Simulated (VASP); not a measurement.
**Rh: single point with PBE**

Crystal: Rh.

```xyz
1
Lattice="0.0000 2.0977 1.4258 2.0977 0.0000 1.4258 2.0977 2.0977 0.0000" Properties=species:S:1:pos:R:3 pbc="T T T"
Rh    0.0000    0.0000    0.0000
```

This cell differs from its parent crystal: volume 12.548 Å^3 an atom, c/a of the conventional cell 0.6797.

```json
{"Program": "VASP 6.6.1", "Task": "single point", "Functional": "PBE", "Potentials or basis": "VASP PAW PBE potentials, release 64 (Rh_pv)", "Cutoff": "520 eV", "k mesh": "22 × 22 × 22", "Occupations": "gaussian, width 0.15 eV", "Spin": "no spin polarisation", "Dipole correction": "no", "Further INCAR settings": "ALGO = Fast; EDIFF = 1e-07; NBANDS = 14"}
```

```json
{"Pressure": "47.6 GPa"}
```

Stress tensor (GPa, compression positive):
```
52.77  0.00  0.00
 0.00 52.77  0.00
 0.00  0.00 37.38
```

Levels at points of the mesh, in eV from the Fermi level:
| k point | band 5 | band 6 | band 7 | band 8 | band 9 | band 10 |
| --- | --- | --- | --- | --- | --- | --- |
| (0.00, 0.00, 0.00) | -3.64 | -3.26 | -3.26 | -0.89 | -0.27 | 18.31 |
| (0.50, 0.00, 0.00) | -5.32 | -0.51 | 0.05 | 1.45 | 1.97 | 10.83 |
| (0.50, 0.50, 0.00) | -6.87 | 1.27 | 1.27 | 1.45 | 9.66 | 9.66 |
| (0.50, 0.00, 0.50) | -4.89 | -0.96 | -0.21 | 1.13 | 1.87 | 10.36 |

It took 69 s on 1 thread of Intel(R) Xeon(R) 6975P-C (Granite Rapids), with other jobs on the host, peak memory 0.24 GiB.
